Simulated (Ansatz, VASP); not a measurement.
# Two plane-wave programs on NbSnSe4

```xyz
6
Lattice="3.0820 -3.1193 0.0225 3.0820 3.1193 0.0225 -1.6903 0.0000 8.4883" Properties=species:S:1:pos:R:3 pbc="T T T"
Nb   -0.8451    0.0000    4.2442
Sn    2.2368    0.0000    4.2667
Se    2.2359   -1.8774    1.9636
Se    2.2378   -1.8774    6.5698
Se    2.2378    1.8774    6.5698
Se    2.2359    1.8774    1.9636
```

Alike in both runs: functional PBE; k mesh 3 × 3 × 2; occupations gaussian, width 0.15 eV; no spin polarisation.

Ansatz relaxed the structure, and its values are those at the end. VASP's run is a single point on that final structure, the one shown.

|  | VASP | Ansatz |
| --- | --- | --- |
| version | VASP 6.6.1 | Ansatz 0.2.0 |
| potentials or method | VASP PAW PBE potentials, release 64 (Nb_sv, Sn_d, Se), cutoff 500 eV | scalar-relativistic, plane waves, PAW |
| valence electrons in the cell | 51 | 91 |

Ansatz gave:

| Quantity | Value |
| --- | --- |
| gap on the k mesh at the Fermi level (eV) | none |
| pressure (GPa) | -0.3 |
| rms of the force components (eV/Å) | 0.031 |

Problem. What did VASP give for the same quantities?

Solution. gap on the k mesh at the Fermi level (eV): none; pressure (GPa): -0.3; rms of the force components (eV/Å): 0.035.

A gap of «none» marks a metal or a gap that the smearing closes. VASP's potentials hold 51 valence electrons a cell and Ansatz's 91, so a difference there can come from the potentials and not from the codes.

The k mesh is coarse, so the values compare programs but aren't converged.
